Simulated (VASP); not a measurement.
# C: relaxation of cell and atoms with PBE

Crystal: C.

```
C
1.0
     3.24499    0.00000    0.00000
    -1.62249    2.81024    0.00000
     0.00000    0.00000    3.37250
C
4
Direct
  0.50000 0.00000 0.00000
  0.00000 0.50000 0.00000
  0.50000 0.50000 0.00000
  0.00000 0.00000 0.50000
```

The cell was generated, and may not be a known phase.

```json
{
  "Program": "VASP 6.6.1",
  "Task": "relaxation of cell and atoms",
  "Functional": "PBE",
  "Potentials or basis": "VASP PAW PBE potentials, release 64 (C)",
  "Cutoff": "600 eV",
  "k mesh": "18 × 18 × 14",
  "Occupations": "gaussian, width 0.1 eV",
  "Spin": "no spin polarisation",
  "Dipole correction": "no",
  "Further INCAR settings": "ALGO = Normal; EDIFF = 1e-07; IBRION = 2; EDIFFG = -0.01; NSW = 100; ISIF = 3"
}
```

The relaxed volume is 7.79 Å³/atom, the relaxed cell is a = 3.180 Å, b = 3.180 Å, c = 3.557 Å, α = 90.00°, β = 90.00°, γ = 120.00° and the space group after relaxing (to 0.1 Å) is P6/mmm (No. 191). The energy gained by relaxing is 8.0 meV/atom, the ionic steps are 8 and the pressure after relaxing is 0.0 GPa. The band gap on the k mesh is zero (bands 8 and 9 overlap by 3.08 eV).

Stress tensor (GPa, compression positive):
```
-0.04  0.00  0.00
 0.00 -0.04  0.00
 0.00  0.00  0.12
```

Step by step:
| step | energy change (eV) | largest force (eV/Å) | pressure (GPa) | volume (Å³) |
| --- | --- | --- | --- | --- |
| 1 | 0.0000 | 0.0000 | -3.07 | 30.75 |
| 2 | -0.0132 | 0.0000 | 1.85 | 30.10 |
| 3 | -0.0132 | 0.0000 | 1.71 | 30.12 |
| 4 | -0.0197 | 0.0000 | 1.59 | 30.29 |
| 5 | -0.0303 | 0.0000 | 1.26 | 30.80 |
| 6 | -0.0311 | 0.0000 | 1.15 | 30.97 |
| 7 | -0.0305 | 0.0000 | -1.52 | 31.41 |
| 8 | -0.0318 | 0.0000 | 0.01 | 31.16 |

Final structure:
```cif
data_structure
_symmetry_space_group_name_H-M 'P 1'
_symmetry_Int_Tables_number 1
_cell_length_a 3.1803
_cell_length_b 3.1803
_cell_length_c 3.5569
_cell_angle_alpha 90.000
_cell_angle_beta 90.000
_cell_angle_gamma 120.000
_cell_volume 31.16
loop_
_atom_site_label
_atom_site_type_symbol
_atom_site_fract_x
_atom_site_fract_y
_atom_site_fract_z
_atom_site_occupancy
C1 C 0.50000 0.00000 0.00000 1
C2 C 0.00000 0.50000 0.00000 1
C3 C 0.50000 0.50000 0.00000 1
C4 C 0.00000 0.00000 0.50000 1
```

Levels at points of the mesh, in eV from the Fermi level:
```tsv
k point	band 5	band 6	band 7	band 8	band 9	band 10	band 11	band 12
(0.00, 0.00, 0.00)	-6.38	-6.38	-2.17	-2.17	1.94	1.94	2.93	4.10
(0.50, 0.00, 0.00)	-5.47	-4.65	-3.85	-1.80	1.53	2.51	3.02	3.17
(0.00, 0.00, 0.50)	-5.98	-2.63	-1.90	-1.90	-0.09	0.65	0.65	3.32
(0.50, 0.00, 0.50)	-7.47	-7.45	-1.36	-0.65	2.23	2.79	3.07	5.16
```

Wall time 14 min on 1 thread of Intel Xeon 8259CL (shared host), peak memory 0.24 GiB.
